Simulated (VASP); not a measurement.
Input of a VASP 6.6.1 run:

Contents of INCAR:

```
ALGO     = Normal         # electronic algorithm
EDIFF    = 1E-6           # SCF threshold, eV
ENCUT    = 520            # plane-wave cutoff, eV
GGA      = PE             # functional
ISIF     = 2              # what is computed and relaxed
ISMEAR   = 0              # smearing method
LASPH    = True           # aspherical terms in the spheres
LCHARG   = True           # write CHGCAR
LELF     = True           # ELF
LREAL    = False          # projectors in reciprocal space
LVHAR    = True         
LWAVE    = False          # write WAVECAR
NBANDS   = 51             # bands
NELM     = 80             # most SCF steps
PREC     = Accurate       # precision mode
SIGMA    = 0.05           # smearing width, eV
```

The input KPOINTS:

```
k-points
0
Gamma
  8 8 8
```

File POSCAR:

```
SrTiO3
1.0
   -2.7775777983      2.7775777983      3.9467274087
    2.7775777983     -2.7775777983      3.9467274087
    2.7775777983      2.7775777983     -3.9467274087
Sr Ti O
2 2 6
Direct
    0.7500000000      0.2500000000      0.5000000000
    0.2500000000      0.7500000000      0.5000000000
    0.0000000000      0.0000000000      0.0000000000
    0.5000000000      0.5000000000      0.0000000000
    0.2500000000      0.2500000000      0.0000000000
    0.7500000000      0.7500000000      0.0000000000
    0.7280787197      0.2280787197      0.9561574393
    0.2280787197      0.2719212803      0.5000000000
    0.2719212803      0.7719212803      0.0438425607
    0.7719212803      0.7280787197      0.5000000000
```

Potentials or basis: VASP PAW PBE potentials, release 64 (Sr_sv, Ti_sv, O).

The run is started by

```console
$ cat potpaw_PBE.64/Sr_sv/POTCAR potpaw_PBE.64/Ti_sv/POTCAR potpaw_PBE.64/O/POTCAR > POTCAR
$ mpirun -np 1 vasp_std > vasp.out
```

(1) Predict the band gap on the k mesh.

(2) What does it give for the pressure?

(3) Estimate the largest force.

Results:

(1) 1.90 eV.

(2) 0.6 GPa.

(3) 0.004 eV/Å.
